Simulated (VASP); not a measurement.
# AlGa3P4 (I-42m) in VASP: notebook

The runs below take AlGa3P4 through single point, with PBE.

All numbers are computed with VASP 6.6.1; they aren't measurements. Logs are shortened: lines on timing, memory, paths and dates and some standing lists are left out, and cuts for length are marked.

### 1 The cell of the first run

The structure is tetragonal, space group I-42m (No. 121). Conventional cell: a = 5.330 Å, b = 5.330 Å, c = 10.660 Å, α = 90.00°, β = 90.00°, γ = 90.00°. Within 3.1 Å of Al (site symmetry -42m) lie 4 P at 2.31 Å. Ga (site symmetry -42m) has 4 P at 2.31 Å within 3.1 Å. Ga (site symmetry -4) has 4 P at 2.31 Å within 3.1 Å. P (site symmetry m) has 1 Al at 2.31 Å and 3 Ga at 2.31 Å within 3.1 Å.

### 2 Single point, PBE

INCAR reads:

```
PREC     = Accurate       # precision mode
ENCUT    = 520            # plane-wave cutoff, eV
EDIFF    = 1E-6           # SCF threshold, eV
ISMEAR   = 0              # smearing method
SIGMA    = 0.1            # smearing width, eV
LREAL    = False          # projectors in reciprocal space
LASPH    = True           # aspherical terms in the spheres
NELM     = 100            # most SCF steps
ALGO     = Normal         # electronic algorithm
ISIF     = 2              # what is computed and relaxed
LWAVE    = False          # write WAVECAR
LCHARG   = False          # write CHGCAR
GGA      = PE             # functional
NBANDS   = 41             # bands
```

KPOINTS reads:

```
regular mesh
0
Gamma
  4 4 4
```

POSCAR reads:

```
AlGa3P4
1.0
   -2.6648890200      2.6648890200      5.3297780300
    2.6648890200     -2.6648890200      5.3297780300
    2.6648890200      2.6648890200     -5.3297780300
Al Ga P
1 3 4
Direct
    0.5000000000      0.5000000000      0.0000000000
    0.0000000000      0.0000000000      0.0000000000
    0.2500000000      0.7500000000      0.5000000000
    0.7500000000      0.2500000000      0.5000000000
    0.1250000000      0.1250000000      0.5000000000
    0.3750000000      0.8750000000      0.0000000000
    0.6250000000      0.6250000000      0.5000000000
    0.8750000000      0.3750000000      0.0000000000
```

Potentials or basis: VASP PAW PBE potentials, release 64 (Al, Ga_d, P).

Launch:

```sh
> cat potpaw_PBE.64/Al/POTCAR potpaw_PBE.64/Ga_d/POTCAR potpaw_PBE.64/P/POTCAR > POTCAR
> mpirun -np 1 vasp_std > vasp.out
```

OUTCAR:

```text
PREC = Accurate
   ENCUT = 520
   EDIFF = 1E-6
   ISMEAR = 0
   LREAL = False
   LASPH = True
   NELM = 100
   ISIF = 2
   GGA = PE

 ion  position               nearest neighbor table
   1  0.500  0.500  0.000-   6 2.31   7 2.31   8 2.31   5 2.31
   2  0.000  0.000  0.000-   5 2.31   6 2.31   8 2.31   7 2.31
   3  0.250  0.750  0.500-   5 2.31   6 2.31   7 2.31   8 2.31
   4  0.750  0.250  0.500-   5 2.31   7 2.31   8 2.31   6 2.31
   5  0.125  0.125  0.500-   1 2.31   3 2.31   4 2.31   2 2.31
   6  0.375  0.875  0.000-   1 2.31   2 2.31   4 2.31   3 2.31
   7  0.625  0.625  0.500-   2 2.31   3 2.31   4 2.31   1 2.31
   8  0.875  0.375  0.000-   1 2.31   2 2.31   3 2.31   4 2.31

  LATTYP: Found a body centered tetragonal cell.
 ALAT       =     5.3297780400
 C/A-ratio  =     1.9999999962

  Lattice vectors:

 A1 = (  -2.6648890200,   2.6648890200,   5.3297780300)
 A2 = (   2.6648890200,  -2.6648890200,   5.3297780300)
 A3 = (   2.6648890200,   2.6648890200,  -5.3297780300)

Analysis of symmetry for initial positions (statically):
=====================================================================
 Subroutine PRICEL returns:
 Original cell was already a primitive cell.

 Routine SETGRP: Setting up the symmetry group for a
 body centered tetragonal supercell.

 Subroutine GETGRP returns: Found  8 space group operations
 (whereof  8 operations were pure point group operations)
 out of a pool of 16 trial point group operations.

The static configuration has the point symmetry D_2d.

Analysis of symmetry for dynamics (positions and initial velocities):
=====================================================================
 Subroutine PRICEL returns:
 Original cell was already a primitive cell.

 Routine SETGRP: Setting up the symmetry group for a
 body centered tetragonal supercell.

 Subroutine GETGRP returns: Found  8 space group operations
 (whereof  8 operations were pure point group operations)
 out of a pool of 16 trial point group operations.

The dynamic configuration has the point symmetry D_2d.

 Subroutine INISYM returns: Found  8 space group operations
 (whereof  8 operations are pure point group operations),
 and found     1 'primitive' translations

----------------------------------------------------------------------------------------

                                     Primitive cell

  volume of cell :     151.4005

  direct lattice vectors                    reciprocal lattice vectors
    -2.664889020  2.664889020  5.329778030     0.000000000  0.187625074  0.093812537
     2.664889020 -2.664889020  5.329778030     0.187625074  0.000000000  0.093812537
     2.664889020  2.664889020 -5.329778030     0.187625074  0.187625074  0.000000000

  length of vectors
     6.527618312  6.527618312  6.527618312     0.209771210  0.209771210  0.265341925

  position of ions in fractional coordinates (direct lattice)
     0.500000000  0.500000000  0.000000000
     0.000000000  0.000000000  0.000000000
     0.250000000  0.750000000  0.500000000
     0.750000000  0.250000000  0.500000000
     0.125000000  0.125000000  0.500000000
     0.375000000  0.875000000  0.000000000
     0.625000000  0.625000000  0.500000000
     0.875000000  0.375000000  0.000000000

  ion indices of the primitive-cell ions
   primitive index   ion index
                 1           1
                 2           2
                 3           3
                 4           4
                 5           5
                 6           6
                 7           7
                 8           8

----------------------------------------------------------------------------------------

 KPOINTS: regular mesh

Automatic generation of k-mesh.
 Grid dimensions read from file:
 generate k-points for:    4    4    4

 Generating k-lattice:

  Cartesian coordinates                     Fractional coordinates (reciprocal lattice)
     0.000000000  0.046906269  0.023453134     0.250000000  0.000000000 -0.000000000
     0.046906269  0.000000000  0.023453134     0.000000000  0.250000000 -0.000000000
     0.046906269  0.046906269  0.000000000     0.000000000  0.000000000  0.250000000

  Length of vectors
     0.052442803  0.052442803  0.066335481

  Shift w.r.t. Gamma in fractional coordinates (k-lattice)
     0.000000000  0.000000000  0.000000000

 Subroutine IBZKPT returns following result:
 ===========================================

 Found     13 irreducible k-points:

 Following reciprocal coordinates:
            Coordinates               Weight
  0.000000  0.000000  0.000000      1.000000
  0.250000  0.000000  0.000000      8.000000
  0.500000  0.000000  0.000000      4.000000
  0.250000  0.250000  0.000000      8.000000
  0.500000  0.250000  0.000000     16.000000
 -0.250000  0.250000  0.000000      4.000000
  0.500000  0.500000  0.000000      2.000000
  0.250000  0.250000  0.250000      2.000000
 -0.250000  0.250000  0.250000      4.000000
  0.500000  0.500000  0.250000      4.000000
 -0.250000  0.500000  0.250000      8.000000
 -0.250000 -0.250000  0.250000      2.000000
  0.500000  0.500000  0.500000      1.000000
   k-points           NKPTS =     13   k-points in BZ     NKDIM =     13   number of bands    NBANDS=     41
   number of dos      NEDOS =    301   number of ions     NIONS =      8
   total plane-waves  NPLWV = 125000
   dimension x,y,z NGX =    50 NGY =   50 NGZ =   50
   dimension x,y,z NGXF=   100 NGYF=  100 NGZF=  100
   ions per type =               1   3   4
   NGX,Y,Z   is equivalent  to a cutoff of  12.73, 12.73, 12.73 a.u.
   NGXF,Y,Z  is equivalent  to a cutoff of  25.47, 25.47, 25.47 a.u.
 SYSTEM =  unknown system
   PREC   = accura    normal or accurate (medium, high low for compatibility)
   ISTART =      0    job   : 0-new  1-cont  2-samecut
   ICHARG =      2    charge: 1-file 2-atom 10-const
   ISPIN  =      1    spin polarized calculation?
   LNONCOLLINEAR =      F non collinear calculations
   LSORBIT =      F    spin-orbit coupling
   LASPH  =      T    aspherical Exc in radial PAW
   ENCUT  =  520.0 eV  38.22 Ry    6.18 a.u.  12.14 12.14 12.14*2*pi/ulx,y,z
   NELM   =    100;   NELMIN=  2; NELMDL= -5     # of ELM steps
   EDIFF  = 0.1E-05   stopping-criterion for ELM
   LREAL  =      F    real-space projection
   EDIFFG = 0.1E-04   stopping-criterion for IOM
   NSW    =      0    number of steps for IOM
   IBRION =     -1    ionic relax: 0-MD 1-quasi-New 2-CG
   NFREE  =      0    steps in history (QN), initial steepest desc. (CG)
   ISIF   =      2    stress and relaxation
   ISYM   =      2    0-nonsym 1-usesym 2-fastsym
   POTIM  = 0.5000    time-step for ionic-motion
   TEBEG  =    0.0;   TEEND  =   0.0 temperature during run
   PSTRESS=    0.0 pullay stress
   NELECT =      62.0000    total number of electrons
   NUPDOWN=      -1.0000    fix difference up-down
   EMIN   =  10.00;   EMAX   =-10.00  energy-range for DOS
   EFERMI =   0.00;   METHOD = LEGACY
   ISMEAR =     0;   SIGMA  =   0.10  broadening in eV -4-tet -1-fermi 0-gaus
   EFERMI_NEDOS =   21; number of points for ismear=-14 and -15
   IALGO  =     38    algorithm
   IMIX   =      4    mixing-type and parameters
     AMIX     =   0.40;   BMIX     =  1.00
     AMIX_MAG =   1.60;   BMIX_MAG =  1.00
  volume/ion in A,a.u.               =      18.93       127.71
  Fermi-wavevector in a.u.,A,eV,Ry     =   1.215709  2.297357 20.108706  1.477948
  Thomas-Fermi vector in A             =   2.351087
   LORBIT       =      0    0 simple, 1 ext, 2 COOP (PROOUT), +10 PAW based schemes
   GGA     = PE    functional components
   LHFCALC =     F    Hartree Fock is set to
   AEXX    =    0.0000 exact exchange contribution
   IVDW    =     0    specifies the selected vdW correction
   LEPSILON=     F    determine dielectric tensor
   LRPA    =     F    only Hartree local field effects (RPA)
 non-spin polarized calculation
 Gauss-broadening in eV      SIGMA  =   0.10
  energy-cutoff  :      520.00
  volume of cell :      151.40
 maximum number of plane-waves:      4096
 NGX is ok and might be reduce to    50
   NGX = 25   NGY = 25   NGZ = 25

 number of electron      61.9999998 magnetization

 Free energy of the ion-electron system (eV)
  ---------------------------------------------------
  ext. energy  EPLUGINS =         0.00000000
  ---------------------------------------------------
  free energy    TOTEN  =       -37.31387302 eV

  energy without entropy =      -37.31387302  energy(sigma->0) =      -37.31387302

 E-fermi :   5.7755     XC(G=0):  -9.9807

 val. band max:        5.3326821168   @ k =   0.0000   0.0000   0.0000
 cond. band min:       6.8243819112   @ k =   0.5000   0.5000   0.5000
 fundamental gap:      1.4916997943
 Fermi energy:         5.7754537343

 k-point     1 :       0.0000    0.0000    0.0000
  band No.  band energies     occupation
      1      -9.3269      2.00000
      2      -9.3110      2.00000
      3      -9.3110      2.00000
      4      -9.2066      2.00000
      5      -9.2066      2.00000
      6      -9.1964      2.00000
[... 33 lines left out ...]
     40      10.6507      0.00000
     41      10.9768      0.00000

 k-point     2 :       0.2500    0.0000    0.0000
  band No.  band energies     occupation
      1      -9.3192      2.00000
      2      -9.3111      2.00000
      3      -9.3040      2.00000
      4      -9.2250      2.00000
      5      -9.2001      2.00000
      6      -9.1963      2.00000
[... 33 lines left out ...]
     40      10.7095      0.00000
     41      10.8326      0.00000

 k-point     3 :       0.5000    0.0000    0.0000
  band No.  band energies     occupation
      1      -9.3187      2.00000
      2      -9.3026      2.00000
      3      -9.2893      2.00000
      4      -9.2503      2.00000
      5      -9.1892      2.00000
      6      -9.1889      2.00000
[... 33 lines left out ...]
     40      10.9958      0.00000
     41      11.1413      0.00000

 k-point     4 :       0.2500    0.2500    0.0000
  band No.  band energies     occupation
      1      -9.3228      2.00000
      2      -9.3025      2.00000
      3      -9.2983      2.00000
      4      -9.2444      2.00000
      5      -9.1954      2.00000
      6      -9.1952      2.00000
[... 341 lines left out ...]
     40      10.8518      0.00000
     41      11.2657      0.00000

 k-point    12 :      -0.2500   -0.2500    0.2500
  band No.  band energies     occupation
      1      -9.3203      2.00000
      2      -9.3181      2.00000
      3      -9.3181      2.00000
      4      -9.2119      2.00000
      5      -9.1970      2.00000
      6      -9.1970      2.00000
[... 33 lines left out ...]
     40      10.3868      0.00000
     41      10.3868      0.00000

 k-point    13 :       0.5000    0.5000    0.5000
  band No.  band energies     occupation
      1      -9.3242      2.00000
      2      -9.3242      2.00000
      3      -9.3118      2.00000
      4      -9.2283      2.00000
      5      -9.1894      2.00000
      6      -9.1894      2.00000
[... 33 lines left out ...]
     40      12.2452      0.00000
     41      12.3083      0.00000

------------------------ aborting loop because EDIFF is reached ----------------------------------------

  FORCE on cell =-STRESS in cart. coord.  units (eV):
  Direction    XX          YY          ZZ          XY          YZ          ZX
  --------------------------------------------------------------------------------------
  -------------------------------------------------------------------------------------
  Total        8.9391055      8.9391055      8.9182511      0.0000000     -0.0000000      0.0000000
  in kB       94.5969808     94.5969808     94.3762915      0.0000000     -0.0000000      0.0000000
  external PRESSURE =      94.5234177 kB  Pullay stress =       0.0000000 kB

 VOLUME and BASIS-vectors are now :
 -----------------------------------------------------------------------------
  energy-cutoff  :      520.00
  volume of cell :      151.40
      direct lattice vectors                 reciprocal lattice vectors
    -2.664889020  2.664889020  5.329778030     0.000000000  0.187625074  0.093812537
     2.664889020 -2.664889020  5.329778030     0.187625074  0.000000000  0.093812537
     2.664889020  2.664889020 -5.329778030     0.187625074  0.187625074  0.000000000

 POSITION                                       TOTAL-FORCE (eV/Angst)
 -----------------------------------------------------------------------------------
      0.00000      0.00000      5.32978        -0.000000      0.000000     -0.000000
      0.00000      0.00000      0.00000        -0.000000      0.000000      0.000000
      2.66489      0.00000      2.66489        -0.000000      0.000000      0.000000
      0.00000      2.66489      2.66489        -0.000000      0.000000     -0.000000
      1.33244      1.33244     -1.33244         0.011028      0.011028      0.029031
      1.33244     -1.33244      6.66222        -0.011028      0.011028     -0.029031
      1.33244      1.33244      3.99733        -0.011028     -0.011028      0.029031
     -1.33244      1.33244      6.66222         0.011028     -0.011028     -0.029031
 -----------------------------------------------------------------------------------
    total drift:                               -0.000008     -0.000008     -0.000006

  FREE ENERGIE OF THE ION-ELECTRON SYSTEM (eV)
  ---------------------------------------------------
  free  energy   TOTEN  =       -37.3138730219 eV

  energy  without entropy=      -37.3138730219  energy(sigma->0) =      -37.31387302
```

It took 2.2 min on 1 thread of Intel Xeon Platinum 8488C (Sapphire Rapids), shared host; peak memory 0.37 GiB.

Results:

```
Free energy            : -37.3139 eV
Pressure               : 9.5 GPa
Largest force          : 0.033 eV/Å
Band gap on the k mesh : 1.49 eV, indirect (least direct gap 1.51 eV)
```

Forces in eV/Å, atoms in the order of the input:
```
Al   0.000  0.000  0.000
Ga   0.000  0.000  0.000
Ga   0.000  0.000  0.000
Ga   0.000  0.000  0.000
P    0.011  0.011  0.029
P   -0.011  0.011 -0.029
P   -0.011 -0.011  0.029
P    0.011 -0.011 -0.029
```

Levels at points of the mesh, in eV from the valence-band top:
| k point | band 28 | band 29 | band 30 | band 31 | band 32 | band 33 | band 34 | band 35 |
| --- | --- | --- | --- | --- | --- | --- | --- | --- |
| (0.00, 0.00, 0.00) | -2.75 | -0.01 | 0.00 | 0.00 | 1.51 | 1.83 | 2.82 | 4.06 |
| (0.50, 0.00, 0.00) | -2.41 | -2.35 | -1.32 | -1.23 | 3.34 | 3.41 | 3.79 | 3.88 |
| (0.50, 0.50, 0.00) | -1.13 | -1.12 | -1.08 | -1.07 | 1.93 | 2.31 | 3.41 | 3.57 |
| (0.50, 0.50, 0.50) | -1.81 | -1.81 | -1.65 | -1.65 | 1.49 | 1.49 | 1.66 | 1.91 |

A k mesh can miss the band edges. Expect the measured gap to be larger: semilocal functionals such as PBE lack the derivative discontinuity.

### 3 Single point, PBE

This run uses another cell than the first one, of 20.78 Å³/atom, 1.098 times its volume.

INCAR reads:

```
SYSTEM = AlGa3P4
  PREC = Accurate
  ENCUT = 520
  EDIFF = 1E-6
  ISMEAR = 0
  SIGMA = 0.1
  LREAL = .False.
  LASPH = .True.
  NELM = 60
  ALGO = Normal
  ISIF = 2
  LWAVE = .False.
  LCHARG = .False.
  GGA = PE
  NBANDS = 41
```

KPOINTS reads:

```
regular mesh
0
Gamma
  4 4 4
  0 0 0
```

POSCAR reads:

```
AlGa3P4
1.0
   -2.7492351190      2.7492351190      5.4974457945
    2.7492351190     -2.7492351190      5.4974457945
    2.7492351190      2.7492351190     -5.4974457945
Al Ga P
1 3 4
Direct
    0.5000000000      0.5000000000      0.0000000000
    0.0000000000      0.0000000000      0.0000000000
    0.2500000000      0.7500000000      0.5000000000
    0.7500000000      0.2500000000      0.5000000000
    0.1255596698      0.1255596698      0.5006309151
    0.3750712453      0.8744403302      0.0000000000
    0.6249287547      0.6249287547      0.4993690849
    0.8744403302      0.3750712453      0.0000000000
```

Potentials or basis: VASP PAW PBE potentials, release 64 (Al, Ga_d, P).

Launch:

```sh
> cat potpaw_PBE.64/Al/POTCAR potpaw_PBE.64/Ga_d/POTCAR potpaw_PBE.64/P/POTCAR > POTCAR
> mpirun -np 1 vasp_std > vasp.out
```

Run time: 2.1 min. Hardware: 1 thread of Intel Xeon Platinum 8488C (Sapphire Rapids), shared host; peak memory 0.37 GiB.

The run converged. Its results:

```
Free energy            : -37.7348 eV
Pressure               : 0.3 GPa
Largest force          : 0.011 eV/Å
Band gap on the k mesh : 1.64 eV, indirect (least direct gap 1.70 eV)
```

Forces on the atoms (eV/Å):
```
Al   0.000  0.000  0.000
Ga   0.000  0.000  0.000
Ga   0.000  0.000  0.000
Ga   0.000  0.000  0.000
P    0.007  0.007  0.005
P   -0.007  0.007 -0.005
P   -0.007 -0.007  0.005
P    0.007 -0.007 -0.005
```

Levels at points of the mesh, in eV from the valence-band top:
| k point | band 27 | band 28 | band 29 | band 30 | band 31 | band 32 | band 33 | band 34 | band 35 | band 36 |
| --- | --- | --- | --- | --- | --- | --- | --- | --- | --- | --- |
| (0.00, 0.00, 0.00) | -2.45 | -2.45 | -0.01 | 0.00 | 0.00 | 1.70 | 1.79 | 2.16 | 4.06 | 4.06 |
| (0.50, 0.00, 0.00) | -2.18 | -2.12 | -2.10 | -1.18 | -1.09 | 3.26 | 3.31 | 3.68 | 3.84 | 4.13 |
| (0.50, 0.50, 0.00) | -1.07 | -1.02 | -1.01 | -0.96 | -0.95 | 1.64 | 2.02 | 3.24 | 3.46 | 4.64 |
| (0.50, 0.50, 0.50) | -2.44 | -1.58 | -1.58 | -1.46 | -1.46 | 1.69 | 1.69 | 1.75 | 2.00 | 2.26 |

A k mesh can miss the band edges.
